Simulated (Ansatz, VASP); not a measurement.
# One calculation of AlN, two programs

```
Al N
1.0
     3.24450    0.00000    0.00000
    -1.62225    2.80982    0.00000
     0.00000    0.00000    4.10208
Al N
2 2
Direct
  0.66667 0.33333 0.25000
  0.33333 0.66667 0.75000
  0.66667 0.33333 0.75000
  0.33333 0.66667 0.25000
```

Change from the starting cell: volume scaled by 0.94.

Alike in both runs: task single point; functional PBE; k mesh 9 × 9 × 7; occupations fermi-dirac, width 0.05 eV; no spin polarisation.

|  | VASP | Ansatz |
| --- | --- | --- |
| version | VASP 6.6.1 | Ansatz 0.2.0 |
| potentials or method | VASP PAW PBE potentials, release 64 (Al, N), cutoff 520 eV | all-electron LAPW, scalar-relativistic |

```csv
,VASP,Ansatz,Ansatz less VASP
gap on the k mesh at the Fermi level (eV),3.73,3.73,-0.001
least direct gap on the mesh (eV),3.73,3.73,-0.001
pressure (GPa),14.5,14.7,+0.21
"traceless stress, the component that is largest in VASP (GPa)",-1.93,-1.99,-0.063
```

Ansatz ran all-electron here, and VASP with PAW potentials.
